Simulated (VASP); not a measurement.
# PbF2 (Immm) in VASP: single point with r2SCAN

Aim: the single point of PbF2 with r2SCAN.

Everything below comes from runs of VASP 6.6.1. Logs are shortened: lines on timing, memory, paths and dates and some standing lists are left out, and cuts for length are marked.

### 1 The cell of the first run

Symmetry: Immm, No. 71, orthorhombic system. Conventional cell: a = 4.145 Å, b = 4.229 Å, c = 5.921 Å, α = 90.00°, β = 90.00°, γ = 90.00°. Within 3.4 Å of Pb (site symmetry mmm) lie 8 F at 2.55 to 2.58 Å. Within 3.4 Å of F (site symmetry mm2) lie 4 Pb at 2.55 to 2.58 Å and 6 F at 2.96 Å.

### 2 Single point, r2SCAN

Contents of POSCAR:

```
PbF2
1.0
    0.0296045917      2.9604591747      2.9604591747
    2.9604591747      0.0296045917      2.9604591747
    2.9900637664      2.9900637664      0.0000000000
Pb F
1 2
Direct
    0.0000000000      0.0000000000      0.0000000000
    0.2500000000      0.2500000000      0.2500000000
    0.7500000000      0.7500000000      0.7500000000
```

Contents of INCAR.step1:

```
SYSTEM = PbF2
ALGO = Normal ; EDIFF = 1E-4
ENCUT = 520 ; GGA = PE
ISMEAR = 0 ; LASPH = .True.
LCHARG = .False. ; LREAL = .False.
LWAVE = .True. ; NBANDS = 21
NELM = 100 ; PREC = Accurate
SIGMA = 0.05
```

Contents of INCAR.step2:

```
SYSTEM = PbF2
ALGO = Normal ; EDIFF = 1E-6
ENCUT = 520 ; ISIF = 2
ISMEAR = 0 ; ISTART = 1
LASPH = .True. ; LCHARG = .False.
LMIXTAU = .True. ; LREAL = .False.
LWAVE = .False. ; METAGGA = R2SCAN
NBANDS = 21 ; NELM = 100
PREC = Accurate ; SIGMA = 0.05
```

Contents of KPOINTS:

```
k-points
0
Gamma
  8 8 8
  0 0 0
```

Potentials or basis: VASP PAW PBE potentials, release 64 (Pb_d, F).

Command:

```console
cat potpaw_PBE.64/Pb_d/POTCAR potpaw_PBE.64/F/POTCAR > POTCAR
cp INCAR.step1 INCAR
mpirun -np 1 vasp_std > vasp.out
cp INCAR.step2 INCAR
mpirun -np 1 vasp_std > vasp.out
```

OUTCAR:

```text
SYSTEM = PbF2
   EDIFF = 1E-6
   ENCUT = 520
   ISIF = 2
   ISMEAR = 0
   ISTART = 1
   LASPH = .True.
   LREAL = .False.
   METAGGA = R2SCAN
   NELM = 100
   PREC = Accurate

 ion  position               nearest neighbor table
   1  0.000  0.000  0.000-   3 2.55   3 2.55   2 2.55   2 2.55   3 2.58   2 2.58   3 2.58   2 2.58

   2  0.250  0.250  0.250-   1 2.55   1 2.55   1 2.58   1 2.58
   3  0.750  0.750  0.750-   1 2.55   1 2.55   1 2.58   1 2.58

  LATTYP: Found a body centered orthorhombic cell.
 ALAT       =     4.1448543006
 B/A-ratio  =     1.0202020202
 C/A-ratio  =     1.4284985478

  Lattice vectors:

 A1 = (   2.9604591747,   0.0296045917,  -2.9604591747)
 A2 = (  -2.9604591747,  -0.0296045917,  -2.9604591747)
 A3 = (   0.0296045917,   2.9604591747,   2.9604591747)

Analysis of symmetry for initial positions (statically):
=====================================================================
 Subroutine PRICEL returns:
 Original cell was already a primitive cell.

 Routine SETGRP: Setting up the symmetry group for a
 body centered orthorhombic supercell.

 Subroutine GETGRP returns: Found  8 space group operations
 (whereof  8 operations were pure point group operations)
 out of a pool of  8 trial point group operations.

The static configuration has the point symmetry D_2h.

Analysis of symmetry for dynamics (positions and initial velocities):
=====================================================================
 Subroutine PRICEL returns:
 Original cell was already a primitive cell.

 Routine SETGRP: Setting up the symmetry group for a
 body centered orthorhombic supercell.

 Subroutine GETGRP returns: Found  8 space group operations
 (whereof  8 operations were pure point group operations)
 out of a pool of  8 trial point group operations.

The dynamic configuration has the point symmetry D_2h.

 Subroutine INISYM returns: Found  8 space group operations
 (whereof  8 operations are pure point group operations),
 and found     1 'primitive' translations

----------------------------------------------------------------------------------------

                                     Primitive cell

  volume of cell :      51.8876

  direct lattice vectors                    reciprocal lattice vectors
     0.029604592  2.960459175  2.960459175    -0.170598706  0.170598706  0.168892719
     2.960459175  0.029604592  2.960459175     0.170598706 -0.170598706  0.168892719
     2.990063766  2.990063766  0.000000000     0.167220514  0.167220514 -0.168892719

  length of vectors
     4.186826182  4.186826182  4.228588731     0.294503969  0.294503969  0.290603082

  position of ions in fractional coordinates (direct lattice)
     0.000000000  0.000000000  0.000000000
     0.250000000  0.250000000  0.250000000
     0.750000000  0.750000000  0.750000000

  ion indices of the primitive-cell ions
   primitive index   ion index
                 1           1
                 2           2
                 3           3

----------------------------------------------------------------------------------------

 KPOINTS: k-points

Automatic generation of k-mesh.
 Grid dimensions read from file:
 generate k-points for:    8    8    8

 Generating k-lattice:

  Cartesian coordinates                     Fractional coordinates (reciprocal lattice)
    -0.021324838  0.021324838  0.021111590     0.125000000  0.000000000  0.000000000
     0.021324838 -0.021324838  0.021111590     0.000000000  0.125000000  0.000000000
     0.020902564  0.020902564 -0.021111590     0.000000000  0.000000000  0.125000000

  Length of vectors
     0.036812996  0.036812996  0.036325385

  Shift w.r.t. Gamma in fractional coordinates (k-lattice)
     0.000000000  0.000000000  0.000000000

 Subroutine IBZKPT returns following result:
 ===========================================

 Found     95 irreducible k-points:

 Following reciprocal coordinates:
            Coordinates               Weight
  0.000000  0.000000  0.000000      1.000000
  0.125000 -0.000000  0.000000      4.000000
  0.250000 -0.000000  0.000000      4.000000
  0.375000 -0.000000  0.000000      4.000000
  0.500000 -0.000000  0.000000      2.000000
  0.125000  0.125000  0.000000      2.000000
[... 16 lines left out ...]
  0.125000 -0.000000  0.125000      4.000000
  0.250000  0.000000  0.125000      8.000000
 [... further k-points ...]
   k-points           NKPTS =     95   k-points in BZ     NKDIM =     95   number of bands    NBANDS=     21
   number of dos      NEDOS =    301   number of ions     NIONS =      3
   total plane-waves  NPLWV =  32768
   dimension x,y,z NGX =    32 NGY =   32 NGZ =   32
   dimension x,y,z NGXF=    64 NGYF=   64 NGZF=   64
   ions per type =               1   2
   NGX,Y,Z   is equivalent  to a cutoff of  12.71, 12.71, 12.58 a.u.
   NGXF,Y,Z  is equivalent  to a cutoff of  25.41, 25.41, 25.16 a.u.
 SYSTEM =  PbF2
   PREC   = accura    normal or accurate (medium, high low for compatibility)
   ISTART =      1    job   : 0-new  1-cont  2-samecut
   ICHARG =      0    charge: 1-file 2-atom 10-const
   ISPIN  =      1    spin polarized calculation?
   LNONCOLLINEAR =      F non collinear calculations
   LSORBIT =      F    spin-orbit coupling
   LASPH  =      T    aspherical Exc in radial PAW
   ENCUT  =  520.0 eV  38.22 Ry    6.18 a.u.   7.78  7.78  7.86*2*pi/ulx,y,z
   NELM   =    100;   NELMIN=  2; NELMDL=  0     # of ELM steps
   EDIFF  = 0.1E-05   stopping-criterion for ELM
   LREAL  =      F    real-space projection
   EDIFFG = 0.1E-04   stopping-criterion for IOM
   NSW    =      0    number of steps for IOM
   IBRION =     -1    ionic relax: 0-MD 1-quasi-New 2-CG
   NFREE  =      0    steps in history (QN), initial steepest desc. (CG)
   ISIF   =      2    stress and relaxation
   ISYM   =      2    0-nonsym 1-usesym 2-fastsym
   POTIM  = 0.5000    time-step for ionic-motion
   TEBEG  =    0.0;   TEEND  =   0.0 temperature during run
   PSTRESS=    0.0 pullay stress
   NELECT =      28.0000    total number of electrons
   NUPDOWN=      -1.0000    fix difference up-down
   EMIN   =  10.00;   EMAX   =-10.00  energy-range for DOS
   EFERMI =   0.00;   METHOD = LEGACY
   ISMEAR =     0;   SIGMA  =   0.05  broadening in eV -4-tet -1-fermi 0-gaus
   EFERMI_NEDOS =   21; number of points for ismear=-14 and -15
   IALGO  =     38    algorithm
   IMIX   =      4    mixing-type and parameters
     AMIX     =   0.40;   BMIX     =  1.00
     AMIX_MAG =   1.60;   BMIX_MAG =  1.00
  volume/ion in A,a.u.               =      17.30       116.72
  Fermi-wavevector in a.u.,A,eV,Ry     =   1.332824  2.518673 24.169671  1.776421
  Thomas-Fermi vector in A             =   2.461730
   LORBIT       =      0    0 simple, 1 ext, 2 COOP (PROOUT), +10 PAW based schemes
   METAGGA = R2SCAN    functional components
   LHFCALC =     F    Hartree Fock is set to
   AEXX    =    0.0000 exact exchange contribution
   IVDW    =     0    specifies the selected vdW correction
   LEPSILON=     F    determine dielectric tensor
   LRPA    =     F    only Hartree local field effects (RPA)
 non-spin polarized calculation
 Gauss-broadening in eV      SIGMA  =   0.05
  energy-cutoff  :      520.00
  volume of cell :       51.89
 maximum number of plane-waves:      1410
   NGX = 15   NGY = 15   NGZ = 15

 number of electron      28.0000004 magnetization

 Free energy of the ion-electron system (eV)
  ---------------------------------------------------
  ext. energy  EPLUGINS =         0.00000000
  ---------------------------------------------------
  free energy    TOTEN  =       -70.15948813 eV

  energy without entropy =      -70.15948813  energy(sigma->0) =      -70.15948813

 E-fermi :   1.8360     XC(G=0): -10.0277

 val. band max:        1.5545297580   @ k =  -0.2500   0.2500   0.5000
 cond. band min:       6.4825191212   @ k =   0.5000  -0.0000   0.5000
 fundamental gap:      4.9279893631
 Fermi energy:         1.8360313943

 k-point     1 :       0.0000    0.0000    0.0000
  band No.  band energies     occupation
      1     -20.8644      2.00000
      2     -20.2694      2.00000
      3     -13.3210      2.00000
      4     -13.3189      2.00000
      5     -13.3165      2.00000
      6     -13.2673      2.00000
[... 13 lines left out ...]
     20      17.4795      0.00000
     21      19.6909      0.00000

 k-point     2 :       0.1250   -0.0000    0.0000
  band No.  band energies     occupation
      1     -20.8351      2.00000
      2     -20.2958      2.00000
      3     -13.3146      2.00000
      4     -13.3117      2.00000
      5     -13.2852      2.00000
      6     -13.2675      2.00000
[... 13 lines left out ...]
     20      17.0053      0.00000
     21      19.2205      0.00000

 k-point     3 :       0.2500   -0.0000    0.0000
  band No.  band energies     occupation
      1     -20.7587      2.00000
      2     -20.3633      2.00000
      3     -13.3055      2.00000
      4     -13.3032      2.00000
      5     -13.2614      2.00000
      6     -13.2583      2.00000
[... 13 lines left out ...]
     20      16.3868      0.00000
     21      17.9160      0.00000
[... 457 lines left out ...]
 k-point    23 :       0.1250   -0.0000    0.1250
  band No.  band energies     occupation
      1     -20.8267      2.00000
      2     -20.3029      2.00000
      3     -13.3067      2.00000
      4     -13.3064      2.00000
      5     -13.2838      2.00000
      6     -13.2721      2.00000
[... 13 lines left out ...]
     20      17.6295      0.00000
     21      19.4276      0.00000

 k-point    24 :       0.2500    0.0000    0.1250
  band No.  band energies     occupation
      1     -20.7675      2.00000
      2     -20.3547      2.00000
      3     -13.2971      2.00000
      4     -13.2951      2.00000
      5     -13.2727      2.00000
      6     -13.2560      2.00000
[... 13 lines left out ...]
     20      17.2601      0.00000
     21      18.8772      0.00000

 [... further k-points ...]

------------------------ aborting loop because EDIFF is reached ----------------------------------------

  FORCE on cell =-STRESS in cart. coord.  units (eV):
  Direction    XX          YY          ZZ          XY          YZ          ZX
  --------------------------------------------------------------------------------------
  -------------------------------------------------------------------------------------
  Total       -0.0079510     -0.0079510     -0.0067120     -0.2274220      0.0000000      0.0000000
  in kB       -0.2455106     -0.2455106     -0.2072521     -7.0222972      0.0000000      0.0000000
  external PRESSURE =      -0.2327578 kB  Pullay stress =       0.0000000 kB

 VOLUME and BASIS-vectors are now :
 -----------------------------------------------------------------------------
  energy-cutoff  :      520.00
  volume of cell :       51.89
      direct lattice vectors                 reciprocal lattice vectors
     0.029604592  2.960459175  2.960459175    -0.170598706  0.170598706  0.168892719
     2.960459175  0.029604592  2.960459175     0.170598706 -0.170598706  0.168892719
     2.990063766  2.990063766  0.000000000     0.167220514  0.167220514 -0.168892719

 POSITION                                       TOTAL-FORCE (eV/Angst)
 -----------------------------------------------------------------------------------
      0.00000      0.00000      0.00000         0.000000     -0.000000      0.000000
      1.49503      1.49503      1.48023         0.000000      0.000000     -0.057918
      4.48510      4.48510      4.44069        -0.000000     -0.000000      0.057918
 -----------------------------------------------------------------------------------
    total drift:                                0.000000     -0.000000      0.000000

  FREE ENERGIE OF THE ION-ELECTRON SYSTEM (eV)
  ---------------------------------------------------
  free  energy   TOTEN  =       -70.1594881272 eV

  energy  without entropy=      -70.1594881272  energy(sigma->0) =      -70.15948813
```

Wall time 2.1 min (1 thread of Intel Xeon 6975P-C (Granite Rapids), shared host); peak memory 0.24 GiB.

Results:

```yaml
Free_energy: -70.1595 eV
Pressure: 0.0 GPa
Largest_force: 0.058 eV/Å
Band_gap_on_the_k_mesh: 4.93 eV (least direct gap 5.07 eV)
```

Forces in eV/Å, atoms in the order of the input:
```
Pb   0.000  0.000  0.000
F    0.000  0.000 -0.058
F    0.000  0.000  0.058
```

Levels at points of the mesh, in eV from the valence-band top:
| k point | band 12 | band 13 | band 14 | band 15 | band 16 | band 17 |
| --- | --- | --- | --- | --- | --- | --- |
| (0.00, 0.00, 0.00) | -2.20 | -2.17 | -2.13 | 7.16 | 7.30 | 7.44 |
| (0.50, 0.00, 0.00) | -2.35 | -2.35 | -0.04 | 5.43 | 8.13 | 8.30 |
| (0.50, 0.50, 0.00) | -1.75 | -1.74 | -0.15 | 4.93 | 8.33 | 8.59 |
| (0.00, 0.00, 0.50) | -2.34 | -2.34 | -0.08 | 5.32 | 8.20 | 8.36 |
| (0.50, 0.00, 0.50) | -1.75 | -1.75 | -0.14 | 4.93 | 8.46 | 8.46 |

Caveat: the PAW data sets were made with another functional, which shifts forces and pressure a little; spin-orbit coupling is left out, which moves the levels of the heavy elements.
